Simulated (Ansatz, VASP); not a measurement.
**Li2Se: VASP beside Ansatz**

INCAR

```
PREC = Accurate
ENCUT = 750
EDIFF = 1E-6
ISMEAR = 0
SIGMA = 0.02
LREAL = F
LASPH = T
NELM = 120
ALGO = Normal
ISIF = 2
LWAVE = F
LCHARG = F
GGA = PE
NBANDS = 13
GGA_COMPAT = F
```

Contents of KPOINTS:

```
regular mesh
0
Gamma
  8 8 8
```

POSCAR

```
Li2Se
1.0
    0.0000000000      3.0322296562      3.0322296562
    3.0322296562      0.0000000000      3.0322296562
    3.0322296562      3.0322296562      0.0000000000
Li Se
2 1
Direct
    0.2500000000      0.2500000000      0.2500000000
    0.7500000000      0.7500000000      0.7500000000
    0.0000000000      0.0000000000      0.0000000000
```

Input for Ansatz:

```yaml
crystal:
  lattice:
    - [0.0, 3.0322296562, 3.0322296562]
    - [3.0322296562, 0.0, 3.0322296562]
    - [3.0322296562, 3.0322296562, 0.0]
  atoms:
    - { symbol: Li, position: [0.25, 0.25, 0.25] }
    - { symbol: Li, position: [0.75, 0.75, 0.75] }
    - { symbol: Se, position: [0.0, 0.0, 0.0] }
basis:
  ecutwfc: 420
kpoints:
  mp_grid: { grid: [8, 8, 8] }
hamiltonian:
  xc: pbe
scf:
  occupations: { method: gaussian, width: 0.02 }
output:
  forces: true
  stress: true
  eigenvalues: true
```

Alike in both runs: task single point; functional PBE; k mesh 8 × 8 × 8; occupations gaussian, width 0.02 eV; no spin polarisation.

```csv
,VASP,Ansatz
version,VASP 6.6.1,Ansatz 0.2.0
potentials or method,"VASP PAW PBE potentials, release 64 (Li_sv, Se), cutoff 750 eV","scalar-relativistic, plane waves, PAW"
valence electrons in the cell,12,22
```

|  | VASP | Ansatz | Ansatz less VASP |
| --- | --- | --- | --- |
| gap on the k mesh at the Fermi level (eV) | 3.00 | 3.00 | +0.005 |
| least direct gap on the mesh (eV) | 3.26 | 3.26 | -0.002 |
| pressure (GPa) | -1.0 | -0.9 | +0.06 |

VASP's potentials hold 12 valence electrons a cell and Ansatz's 22, so a difference there can come from the potentials and not from the codes.
